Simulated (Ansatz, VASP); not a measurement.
## AuI3 in VASP and in Ansatz

```
Au I
1.0
    -2.79241    2.79241    3.95069
     2.79241   -2.79241    3.95069
     2.79241    2.79241   -3.95069
Au I
1 3
Cartesian
  0.0000 0.0000 0.0000
  2.7924 0.0000 1.9753
  0.0000 2.7924 1.9753
  0.0000 0.0000 3.9507
```

Change from the starting cell: species swapped into the LaF3 type (I4/mmm, No. 139).

Alike in both runs: functional PBE; k mesh 12 × 12 × 12; occupations gaussian, width 0.1 eV; no spin polarisation.

Ansatz relaxed the structure, and its values are those at the end. VASP's run is a single point on that final structure, the one shown.

|  | VASP | Ansatz |
| --- | --- | --- |
| version | VASP 6.6.1 | Ansatz 0.2.0 |
| potentials or method | VASP PAW PBE potentials, release 64 (Au, I), cutoff 520 eV | scalar-relativistic, plane waves, PAW |
| valence electrons in the cell | 32 | 70 |

Ansatz gave:

- gap on the k mesh at the Fermi level (eV): none
- pressure (GPa): 0.0

Problem. What did VASP give for the same quantities?

Solution. gap on the k mesh at the Fermi level (eV): none; pressure (GPa): -0.1.

A gap of «none» marks a metal or a gap that the smearing closes. With one functional, cell and mesh, what is left measures potentials, basis and numerics. VASP's potentials hold 32 valence electrons a cell and Ansatz's 70, so a difference there can come from the potentials and not from the codes.

Neither program's run includes spin-orbit coupling.
